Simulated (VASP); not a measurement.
Runs of VASP 6.6.1 on RbBr. The structure is cubic, space group Fm-3m (No. 225). Conventional cell: a = 6.922 Å, b = 6.922 Å, c = 6.922 Å, α = 90.00°, β = 90.00°, γ = 90.00°. Within 4.5 Å of Rb (site symmetry m-3m) lie 6 Br at 3.46 Å. Within 4.5 Å of Br (site symmetry m-3m) lie 6 Rb at 3.46 Å. 

| level | k mesh | cutoff (eV) | smearing | grid for exact exchange (PRECFOCK) | share of exact exchange | screening parameter | gap on the mesh (eV) | pressure (GPa) |
| --- | --- | --- | --- | --- | --- | --- | --- | --- |
| HSE06 | 4 × 4 × 4 | 400 | gaussian 0.01 eV | Normal | 0.25 | 0.2079 1/Å | 5.44 | 0.3 |
| PBE | 2 × 2 × 2 | 500 | gaussian 0.01 eV | - | - | - | 4.26 | 0.8 |
| PBE | 4 × 4 × 4 | 500 | gaussian 0.01 eV | - | - | - | (a) | 0.6 |
| HSE06 | 4 × 4 × 4 | 400 | gaussian 0.5 eV | Normal | 0.25 | 0.2079 1/Å | 5.44 | 0.3 |

Alike in all rows: task single point; potentials or basis VASP PAW PBE potentials, release 64 (Rb_sv, Br); no spin polarisation; cell as given.

Fill in the values left out.

(a) 4.29.

Caveats: some runs use coarse meshes; the PAW data sets were made with another functional, which shifts forces and pressure a little (at least some runs); so wide a smearing shifts energies and pressures (at least some runs).

A k mesh can miss the band edges, and the runs leave out spin-orbit coupling on Br, Rb.
